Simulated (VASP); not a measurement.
# CdSe (P6_3mc) in VASP: single point with LDA

Aim: the single point of CdSe with LDA.

Everything below comes from runs of VASP 6.6.1. Logs are shortened: lines on timing, memory, paths and dates and some standing lists are left out, and cuts for length are marked.

### 1 The cell of the first run

It takes space group P6_3mc (No. 186, hexagonal). The conventional cell has a = 4.247 Å, b = 4.247 Å, c = 6.942 Å, α = 90.00°, β = 90.00°, γ = 120.00°. Within 3.4 Å of Cd (site symmetry 3m) lie 4 Se at 2.60 to 2.61 Å. Within 3.4 Å of Se (site symmetry 3m) lie 4 Cd at 2.60 to 2.61 Å.

### 2 Single point, LDA

Contents of INCAR:

```
SYSTEM = CdSe
PREC     = Accurate       ! precision mode
ENCUT    = 520            ! plane-wave cutoff, eV
EDIFF    = 1E-6           ! SCF threshold, eV
ISMEAR   = 0              ! smearing method
SIGMA    = 0.01           ! smearing width, eV
LREAL    = .FALSE.        ! projectors in reciprocal space
LASPH    = .TRUE.         ! aspherical terms in the spheres
NELM     = 100            ! most SCF steps
ALGO     = Normal         ! electronic algorithm
ISIF     = 2              ! what is computed and relaxed
LWAVE    = .FALSE.        ! write WAVECAR
LCHARG   = .FALSE.        ! write CHGCAR
NBANDS   = 26             ! bands
```

Contents of KPOINTS:

```
regular mesh
0
G
  12 12 6
  0 0 0
```

Contents of POSCAR:

```
CdSe
1.0
    4.2473801544      0.0000000000      0.0000000000
   -2.1236900772      3.6783391132      0.0000000000
    0.0000000000      0.0000000000      6.9420284337
Cd Se
2 2
Direct
    0.3333333333      0.6666666667      0.0048459219
    0.6666666667      0.3333333333      0.5048459219
    0.3333333333      0.6666666667      0.3801540781
    0.6666666667      0.3333333333      0.8801540781
```

Potentials or basis: VASP PAW LDA potentials, release 64 (Cd, Se).

Command:

```
cat potpaw_LDA.64/Cd/POTCAR potpaw_LDA.64/Se/POTCAR > POTCAR
mpirun -np 1 vasp_std > vasp.out
```

OUTCAR:

```text
SYSTEM = CdSe
   PREC = Accurate
   ENCUT = 520
   EDIFF = 1E-6
   ISMEAR = 0
   LREAL = .FALSE.
   LASPH = .TRUE.
   NELM = 100
   ISIF = 2

 ion  position               nearest neighbor table
   1  0.333  0.667  0.005-   4 2.60   4 2.60   4 2.60   3 2.61
   2  0.667  0.333  0.505-   3 2.60   3 2.60   3 2.60   4 2.61
   3  0.333  0.667  0.380-   2 2.60   2 2.60   2 2.60   1 2.61
   4  0.667  0.333  0.880-   1 2.60   1 2.60   1 2.60   2 2.61

  LATTYP: Found a hexagonal cell.
 ALAT       =     4.2473801544
 C/A-ratio  =     1.6344259712

  Lattice vectors:

 A1 = (   4.2473801544,   0.0000000000,   0.0000000000)
 A2 = (  -2.1236900772,   3.6783391132,   0.0000000000)
 A3 = (   0.0000000000,   0.0000000000,   6.9420284337)

Analysis of symmetry for initial positions (statically):
=====================================================================
 Subroutine PRICEL returns:
 Original cell was already a primitive cell.

 Routine SETGRP: Setting up the symmetry group for a
 hexagonal supercell.

 Subroutine GETGRP returns: Found 12 space group operations
 (whereof  6 operations were pure point group operations)
 out of a pool of 24 trial point group operations.

The static configuration has the point symmetry C_3v.
 The point group associated with its full space group is C_6v.

Analysis of symmetry for dynamics (positions and initial velocities):
=====================================================================
 Subroutine PRICEL returns:
 Original cell was already a primitive cell.

 Routine SETGRP: Setting up the symmetry group for a
 hexagonal supercell.

 Subroutine GETGRP returns: Found 12 space group operations
 (whereof  6 operations were pure point group operations)
 out of a pool of 24 trial point group operations.

The dynamic configuration has the point symmetry C_3v.
 The point group associated with its full space group is C_6v.

 Subroutine INISYM returns: Found 12 space group operations
 (whereof  6 operations are pure point group operations),
 and found     1 'primitive' translations

----------------------------------------------------------------------------------------

                                     Primitive cell

  volume of cell :     108.4574

  direct lattice vectors                    reciprocal lattice vectors
     4.247380154  0.000000000  0.000000000     0.235439250  0.135930915  0.000000000
    -2.123690077  3.678339113  0.000000000     0.000000000  0.271861829  0.000000000
     0.000000000  0.000000000  6.942028434     0.000000000  0.000000000  0.144050116

  length of vectors
[... 88 lines left out ...]
   EDIFFG = 0.1E-04   stopping-criterion for IOM
   NSW    =      0    number of steps for IOM
   IBRION =     -1    ionic relax: 0-MD 1-quasi-New 2-CG
   NFREE  =      0    steps in history (QN), initial steepest desc. (CG)
   ISIF   =      2    stress and relaxation
   ISYM   =      2    0-nonsym 1-usesym 2-fastsym
   POTIM  = 0.5000    time-step for ionic-motion
   TEBEG  =    0.0;   TEEND  =   0.0 temperature during run
   PSTRESS=    0.0 pullay stress
   NELECT =      36.0000    total number of electrons
   NUPDOWN=      -1.0000    fix difference up-down
   EMIN   =  10.00;   EMAX   =-10.00  energy-range for DOS
   EFERMI =   0.00;   METHOD = LEGACY
   ISMEAR =     0;   SIGMA  =   0.01  broadening in eV -4-tet -1-fermi 0-gaus
   EFERMI_NEDOS =   21; number of points for ismear=-14 and -15
   IALGO  =     38    algorithm
   IMIX   =      4    mixing-type and parameters
     AMIX     =   0.40;   BMIX     =  1.00
     AMIX_MAG =   1.60;   BMIX_MAG =  1.00
  volume/ion in A,a.u.               =      27.11       182.98
  Fermi-wavevector in a.u.,A,eV,Ry     =   1.133503  2.142010 17.481152  1.284828
  Thomas-Fermi vector in A             =   2.270206
   LORBIT       =      0    0 simple, 1 ext, 2 COOP (PROOUT), +10 PAW based schemes
   GGA     = CA    functional components
   LHFCALC =     F    Hartree Fock is set to
   AEXX    =    0.0000 exact exchange contribution
   IVDW    =     0    specifies the selected vdW correction
   LEPSILON=     F    determine dielectric tensor
   LRPA    =     F    only Hartree local field effects (RPA)
 non-spin polarized calculation
 Gauss-broadening in eV      SIGMA  =   0.01
  energy-cutoff  :      520.00
  volume of cell :      108.46
 maximum number of plane-waves:      2952
 NGX is ok and might be reduce to    32
   NGX = 15   NGY = 15   NGZ = 25

 number of electron      36.0000009 magnetization

 Free energy of the ion-electron system (eV)
  ---------------------------------------------------
  ext. energy  EPLUGINS =         0.00000000
  ---------------------------------------------------
  free energy    TOTEN  =       -13.51913976 eV

  energy without entropy =      -13.51913976  energy(sigma->0) =      -13.51913976

 E-fermi :   1.1741     XC(G=0):  -9.4480

 val. band max:        1.1257943967   @ k =   0.0000   0.0000   0.0000
 cond. band min:       1.6211614388   @ k =   0.0000   0.0000   0.0000
 fundamental gap:      0.4953670421
 Fermi energy:         1.1740668211

 k-point     1 :       0.0000    0.0000    0.0000
  band No.  band energies     occupation
      1     -11.7453      2.00000
      2     -11.3271      2.00000
      3      -6.9587      2.00000
      4      -6.9492      2.00000
      5      -6.9492      2.00000
      6      -6.8736      2.00000
[... 685 lines left out ...]
     25       8.7097      0.00000
     26       9.4918      0.00000

 [... further k-points ...]

------------------------ aborting loop because EDIFF is reached ----------------------------------------

  FORCE on cell =-STRESS in cart. coord.  units (eV):
  Direction    XX          YY          ZZ          XY          YZ          ZX
  --------------------------------------------------------------------------------------
  -------------------------------------------------------------------------------------
  Total        0.3338180      0.3338180      0.3340580      0.0000000      0.0000000      0.0000000
  in kB        4.9312960      4.9312960      4.9348410      0.0000000      0.0000000      0.0000000
  external PRESSURE =       4.9324777 kB  Pullay stress =       0.0000000 kB

 VOLUME and BASIS-vectors are now :
 -----------------------------------------------------------------------------
  energy-cutoff  :      520.00
  volume of cell :      108.46
      direct lattice vectors                 reciprocal lattice vectors
     4.247380154  0.000000000  0.000000000     0.235439250  0.135930915  0.000000000
    -2.123690077  3.678339113  0.000000000     0.000000000  0.271861829  0.000000000
     0.000000000  0.000000000  6.942028434     0.000000000  0.000000000  0.144050116

 POSITION                                       TOTAL-FORCE (eV/Angst)
 -----------------------------------------------------------------------------------
     -0.00000      2.45223      0.03364         0.000000      0.000000      0.001525
      2.12369      1.22611      3.50465        -0.000000     -0.000000      0.001525
     -0.00000      2.45223      2.63904         0.000000     -0.000000     -0.001525
      2.12369      1.22611      6.11005        -0.000000      0.000000     -0.001525
 -----------------------------------------------------------------------------------
    total drift:                               -0.000000      0.000000     -0.000209

  FREE ENERGIE OF THE ION-ELECTRON SYSTEM (eV)
  ---------------------------------------------------
  free  energy   TOTEN  =       -13.5191397648 eV

  energy  without entropy=      -13.5191397648  energy(sigma->0) =      -13.51913976
```

OSZICAR:

```text
N       E                     dE             d eps       ncg     rms          rms(c)
DAV:   1     0.243540336264E+03    0.24354E+03   -0.17189E+04  3952   0.126E+03
DAV:   2    -0.112257042866E+01   -0.24466E+03   -0.23637E+03  4282   0.314E+02
DAV:   3    -0.141477315834E+02   -0.13025E+02   -0.12948E+02  4762   0.727E+01
DAV:   4    -0.142612082306E+02   -0.11348E+00   -0.11336E+00  4394   0.628E+00
DAV:   5    -0.142618871884E+02   -0.67896E-03   -0.67894E-03  4582   0.467E-01    0.954E+00
DAV:   6    -0.135737122177E+02    0.68817E+00   -0.11879E+00  5128   0.115E+01    0.732E+00
DAV:   7    -0.135281295288E+02    0.45583E-01   -0.48147E-01  4158   0.368E+00    0.249E+00
DAV:   8    -0.135198594008E+02    0.82701E-02   -0.62994E-02  4118   0.254E+00    0.375E-01
DAV:   9    -0.135192258792E+02    0.63352E-03   -0.76131E-03  4280   0.103E+00    0.105E-01
DAV:  10    -0.135191278244E+02    0.98055E-04   -0.58408E-04  4382   0.284E-01    0.469E-02
DAV:  11    -0.135191419367E+02   -0.14112E-04   -0.79140E-05  4130   0.616E-02    0.143E-02
DAV:  12    -0.135191400852E+02    0.18515E-05   -0.21777E-05  4462   0.533E-02    0.850E-03
DAV:  13    -0.135191397648E+02    0.32035E-06   -0.24694E-06  3164   0.186E-02
   1 F= -.13519140E+02 E0= -.13519140E+02  d E =-.990489E-15
```

stdout:

```text
POSCAR found type information on POSCAR CdSe
 POSCAR found :  2 types and       4 ions
 scaLAPACK will be used
 LDA part: xc-table for (Slater(with rela. corr.)+CA(PZ))
 , standard interpolation
 POSCAR, INCAR and KPOINTS ok, starting setup
 FFT: planning ... GRIDC
 FFT: planning ... GRID_SOFT
 FFT: planning ... GRID
 WAVECAR not read
 entering main loop
```

Wall time 3 min (1 thread of Intel Xeon Platinum 8375C at 2.90GHz (Ice Lake), shared host); peak memory 0.31 GiB.

Results:

| Item | Value |
| --- | --- |
| Free energy | -13.5191 eV |
| Pressure | 0.5 GPa |
| Band gap on the k mesh | 0.50 eV, direct |
